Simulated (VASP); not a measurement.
# Ir (Fm-3m) in VASP: notebook

The runs below take Ir through single point, relaxation of cell and atoms, with PBE.

Everything below comes from runs of VASP 6.6.1. Logs are shortened: lines on timing, memory, paths and dates and some standing lists are left out, and cuts for length are marked.

**1. The cell of the first run**

It takes space group Fm-3m (No. 225, cubic). Conventional cell: a = 3.871 Å, b = 3.871 Å, c = 3.871 Å, α = 90.00°, β = 90.00°, γ = 90.00°. Ir (site symmetry m-3m) has 12 Ir at 2.74 Å within 3.6 Å.

**2. Single point, PBE, collinear spin, ferromagnetic start**

INCAR reads:

```
SYSTEM = Ir
PREC = Accurate
ENCUT = 520
EDIFF = 1E-7
ISMEAR = -1
SIGMA = 0.05
LREAL = .False.
LASPH = .True.
NELM = 150
ALGO = Normal
ISIF = 2
LWAVE = .False.
LCHARG = .True.
ISPIN = 2
MAGMOM = 1
LORBIT = 11
LMAXMIX = 4
GGA = PE
LELF = .True.
LVHAR = .True.
NBANDS = 14
```

KPOINTS reads:

```
regular mesh
0
Gamma
  14 14 14
  0 0 0
```

POSCAR reads:

```
Ir
1.0
    0.0000000000      1.9357313510      1.9357313510
    1.9357313510      0.0000000000      1.9357313510
    1.9357313510      1.9357313510      0.0000000000
Ir
1
Direct
    0.0000000000      0.0000000000      0.0000000000
```

Potentials or basis: VASP PAW PBE potentials, release 64 (Ir).

Launch:

```bash
$ cat potpaw_PBE.64/Ir/POTCAR > POTCAR
$ mpirun -np 1 vasp_std > vasp.out
```

OUTCAR:

```text
SYSTEM = Ir
   PREC = Accurate
   ENCUT = 520
   EDIFF = 1E-7
   ISMEAR = -1
   LREAL = .False.
   LASPH = .True.
   NELM = 150
   ISIF = 2
   ISPIN = 2
   LORBIT = 11
   GGA = PE

 ion  position               nearest neighbor table
   1  0.000  0.000  0.000-

  LATTYP: Found a face centered cubic cell.
 ALAT       =     3.8714627020

  Lattice vectors:

 A1 = (   0.0000000000,   1.9357313510,   1.9357313510)
 A2 = (   1.9357313510,   0.0000000000,   1.9357313510)
 A3 = (   1.9357313510,   1.9357313510,   0.0000000000)

Analysis of symmetry for initial positions (statically):
=====================================================================
 Subroutine PRICEL returns:
 Original cell was already a primitive cell.

 Routine SETGRP: Setting up the symmetry group for a
 face centered cubic supercell.

 Subroutine GETGRP returns: Found 48 space group operations
 (whereof 48 operations were pure point group operations)
 out of a pool of 48 trial point group operations.

The static configuration has the point symmetry O_h .

Analysis of symmetry for dynamics (positions and initial velocities):
=====================================================================
 Subroutine PRICEL returns:
 Original cell was already a primitive cell.

 Routine SETGRP: Setting up the symmetry group for a
 face centered cubic supercell.

 Subroutine GETGRP returns: Found 48 space group operations
 (whereof 48 operations were pure point group operations)
 out of a pool of 48 trial point group operations.

The dynamic configuration has the point symmetry O_h .

Analysis of structural, dynamic, and magnetic symmetry:
=====================================================================
 Subroutine PRICEL returns:
 Original cell was already a primitive cell.

 Routine SETGRP: Setting up the symmetry group for a
 face centered cubic supercell.

 Subroutine GETGRP returns: Found 48 space group operations
 (whereof 48 operations were pure point group operations)
 out of a pool of 48 trial point group operations.

The overall configuration has the point symmetry O_h .

 Subroutine INISYM returns: Found 48 space group operations
 (whereof 48 operations are pure point group operations),
 and found     1 'primitive' translations

----------------------------------------------------------------------------------------

                                     Primitive cell

  volume of cell :      14.5066

  direct lattice vectors                    reciprocal lattice vectors
     0.000000000  1.935731351  1.935731351    -0.258300306  0.258300306  0.258300306
[... 125 lines left out ...]
 Free energy of the ion-electron system (eV)
  ---------------------------------------------------
  ext. energy  EPLUGINS =         0.00000000
  ---------------------------------------------------
  free energy    TOTEN  =        -8.84566445 eV

  energy without entropy =       -8.83402003  energy(sigma->0) =       -8.83984224

 E-fermi :   9.8770     XC(G=0): -13.8393

 val. band max:        9.8764135331   @ k =   0.4286   0.3571   0.0714
 cond. band min:       9.8789992675   @ k =  -0.4286   0.4286   0.0714
 fundamental gap:      0.0025857344
 Fermi energy:         9.8770172979

 spin component 1

 k-point     1 :       0.0000    0.0000    0.0000
  band No.  band energies     occupation
      1      -0.8750      1.00000
      2       6.2358      1.00000
      3       6.2358      1.00000
      4       6.2358      1.00000
      5       8.8184      1.00000
      6       8.8184      1.00000
      7      24.3488      0.00000
      8      29.7857      0.00000
      9      29.7857      0.00000
     10      29.7857      0.00000
     11      34.5989      0.00000
     12      42.2437      0.00000
     13      42.2437      0.00000
     14      42.2437      0.00000
[... 379 lines left out ...]
      3       6.5982      1.00000
      4       7.3112      1.00000
      5       8.6042      1.00000
      6       9.7295      0.95028
      7      24.7205      0.00000
      8      27.6500      0.00000
      9      29.6510      0.00000
     10      30.7280      0.00000
     11      35.2829      0.00000
     12      36.5062      0.00000
     13      38.1170      0.00000
     14      42.3131      0.00000

 [... further k-points ...]

 spin component 2

 k-point     1 :       0.0000    0.0000    0.0000
  band No.  band energies     occupation
      1      -0.8750      1.00000
      2       6.2358      1.00000
      3       6.2358      1.00000
      4       6.2358      1.00000
      5       8.8184      1.00000
      6       8.8184      1.00000
      7      24.3489      0.00000
      8      29.7857      0.00000
      9      29.7857      0.00000
     10      29.7857      0.00000
     11      34.5990      0.00000
     12      42.2437      0.00000
     13      42.2437      0.00000
     14      42.2437      0.00000
[... 379 lines left out ...]
      3       6.5982      1.00000
      4       7.3112      1.00000
      5       8.6042      1.00000
      6       9.7295      0.95026
      7      24.7205      0.00000
      8      27.6500      0.00000
      9      29.6511      0.00000
     10      30.7280      0.00000
     11      35.2829      0.00000
     12      36.5062      0.00000
     13      38.1170      0.00000
     14      42.3131      0.00000

 [... further k-points ...]

------------------------ aborting loop because EDIFF is reached ----------------------------------------

  FORCE on cell =-STRESS in cart. coord.  units (eV):
  Direction    XX          YY          ZZ          XY          YZ          ZX
  --------------------------------------------------------------------------------------
  -------------------------------------------------------------------------------------
  Total        0.0449627      0.0449627      0.0449627      0.0000000      0.0000000     -0.0000000
  in kB        4.9658955      4.9658955      4.9658955      0.0000000      0.0000000     -0.0000000
  external PRESSURE =       4.9658955 kB  Pullay stress =       0.0000000 kB

 VOLUME and BASIS-vectors are now :
 -----------------------------------------------------------------------------
  energy-cutoff  :      520.00
  volume of cell :       14.51
      direct lattice vectors                 reciprocal lattice vectors
     0.000000000  1.935731351  1.935731351    -0.258300306  0.258300306  0.258300306
     1.935731351  0.000000000  1.935731351     0.258300306 -0.258300306  0.258300306
     1.935731351  1.935731351  0.000000000     0.258300306  0.258300306 -0.258300306

 POSITION                                       TOTAL-FORCE (eV/Angst)
 -----------------------------------------------------------------------------------
      0.00000      0.00000      0.00000        -0.000000      0.000000      0.000000
 -----------------------------------------------------------------------------------
    total drift:                                0.000000      0.000000      0.000000

  FREE ENERGIE OF THE ION-ELECTRON SYSTEM (eV)
  ---------------------------------------------------
  free  energy   TOTEN  =        -8.8456644537 eV

  energy  without entropy=       -8.8340200324  energy(sigma->0) =       -8.83984224

 total charge

# of ion       s       p       d       tot
------------------------------------------
    1        0.660   0.707   6.947   8.314

 magnetization (x)

# of ion       s       p       d       tot
------------------------------------------
    1       -0.000   0.000   0.000   0.000
```

OSZICAR:

```text
N       E                     dE             d eps       ncg     rms          rms(c)
DAV:   1     0.499928345845E+02    0.49993E+02   -0.43868E+03  5848   0.622E+02
DAV:   2    -0.811207532830E+01   -0.58105E+02   -0.54246E+02  6694   0.166E+02
DAV:   3    -0.929453110784E+01   -0.11825E+01   -0.11772E+01  7612   0.255E+01
DAV:   4    -0.930302354887E+01   -0.84924E-02   -0.84900E-02  7462   0.207E+00
DAV:   5    -0.930315190824E+01   -0.12836E-03   -0.12835E-03  7602   0.243E-01    0.145E+01
DAV:   6    -0.893483875744E+01    0.36831E+00   -0.66806E-01  8212   0.808E+00    0.598E+00
DAV:   7    -0.885107492618E+01    0.83764E-01   -0.23038E-01  8776   0.410E+00    0.298E+00
DAV:   8    -0.884883740639E+01    0.22375E-02   -0.37057E-03  7522   0.466E-01    0.115E+00
DAV:   9    -0.884582091848E+01    0.30165E-02   -0.16501E-03  8074   0.364E-01    0.307E-01
DAV:  10    -0.884565857621E+01    0.16234E-03   -0.30313E-04  7384   0.152E-01    0.482E-02
DAV:  11    -0.884566222467E+01   -0.36485E-05   -0.41602E-06  8384   0.170E-02    0.119E-02
DAV:  12    -0.884566356607E+01   -0.13414E-05   -0.61650E-07  7656   0.537E-03    0.591E-03
DAV:  13    -0.884566447524E+01   -0.90917E-06   -0.32542E-07  7774   0.410E-03    0.905E-04
DAV:  14    -0.884566445370E+01    0.21538E-07   -0.14128E-08  5540   0.121E-03
   1 F= -.88456645E+01 E0= -.88398422E+01  d E =-.116444E-01  mag=    -0.0000
```

Wall time 32 s (1 thread of Intel Xeon 6975P-C, shared host); peak memory 0.16 GiB.

Results:

```yaml
Free_energy: -8.8457 eV
Pressure: 0.5 GPa
Net_moment: 0.00 μB per cell
Valence_electrons_inside_the_program's_atomic_spheres: Ir 8.31
```

Caveat: spin-orbit coupling is left out, which moves the levels of the heavy elements.

**3. Relaxation of cell and atoms, PBE, collinear spin, ferromagnetic start**

This run uses another cell than the first one, of 14.15 Å³/atom, 0.975 times its volume.

INCAR reads:

```
SYSTEM = Ir
ALGO = Normal ; EDIFF = 1E-6
EDIFFG = -0.01 ; ENCUT = 600
GGA = PE ; IBRION = 2
ISIF = 3 ; ISMEAR = -1
ISPIN = 2 ; LASPH = .TRUE.
LCHARG = .FALSE. ; LMAXMIX = 4
LORBIT = 11 ; LREAL = .FALSE.
LWAVE = .FALSE. ; MAGMOM = 1
NELM = 150 ; NSW = 80
PREC = Accurate ; SIGMA = 0.05
```

KPOINTS reads:

```
k-points
0
G
  14 14 14
  0 0 0
```

POSCAR reads:

```
Ir
1.0
    0.0000000000      1.9197000000      1.9197000000
    1.9197000000      0.0000000000      1.9197000000
    1.9197000000      1.9197000000      0.0000000000
Ir
1
Direct
    0.0000000000      0.0000000000      0.0000000000
```

Potentials or basis: VASP PAW PBE potentials, release 64 (Ir).

Launch:

```bash
$ cat potpaw_PBE.64/Ir/POTCAR > POTCAR
$ mpirun -np 1 vasp_std > vasp.out
```

Wall time 58 s (1 thread of Intel Xeon 6975P-C, shared host); peak memory 0.18 GiB.

It converged, with:

```yaml
Free_energy: -8.8459 eV
Relaxed_volume: 14.53 Å³/atom
Relaxed_cell: a = 2.739 Å, b = 2.739 Å, c = 2.739 Å, α = 60.00°, β = 60.00°, γ = 60.00°
Space_group_after_relaxing_to_0.05_Å: Fm-3m (No. 225)
Energy_gained_by_relaxing: 11.5 meV/atom
Ionic_steps: 4
Pressure_after_relaxing: 0.0 GPa
Net_moment: 0.00 μB per cell
Valence_electrons_inside_the_program's_atomic_spheres: Ir 8.31
```

The path:
```csv
step,energy change (eV),largest force (eV/Å),pressure (GPa),volume (Å³)
1,0.0000,0.0000,9.94,14.15
2,0.1250,0.0000,-26.44,16.02
3,-0.0115,0.0000,-0.39,14.55
4,-0.0115,0.0000,-0.05,14.53
```

Final structure:
```
Ir
1.0
     0.00000    1.93687    1.93687
     1.93687    0.00000    1.93687
     1.93687    1.93687    0.00000
Ir
1
Direct
  0.00000 0.00000 0.00000
```

Levels at points of the mesh, in eV from the Fermi level:
Spin up:
| k point | band 1 | band 2 | band 3 | band 4 | band 5 | band 6 | band 7 | band 8 | band 9 |
| --- | --- | --- | --- | --- | --- | --- | --- | --- | --- |
| (0.00, 0.00, 0.00) | -10.73 | -3.63 | -3.63 | -3.63 | -1.06 | -1.06 | 14.47 | 19.90 | 19.90 |
| (0.50, 0.00, 0.00) | -7.72 | -3.73 | -3.73 | -0.59 | 0.95 | 0.95 | 7.09 | 14.01 | 19.66 |
| (0.50, 0.50, 0.00) | -7.51 | -6.95 | 0.91 | 1.50 | 1.50 | 1.80 | 10.25 | 11.68 | 11.68 |
Spin down:
```
           k point  band 2  band 3  band 4  band 5  band 6  band 7
(0.00, 0.00, 0.00)   -3.63   -3.63   -3.63   -1.06   -1.06   14.47
(0.50, 0.00, 0.00)   -3.73   -3.73   -0.59    0.95    0.95    7.09
(0.50, 0.50, 0.00)   -6.95    0.91    1.50    1.50    1.80   10.25
```

Caveat: spin-orbit coupling is left out, which moves the levels of the heavy elements. Zero-point motion and thermal expansion aren't in these numbers.

(Part 1 of 2 ends here.)
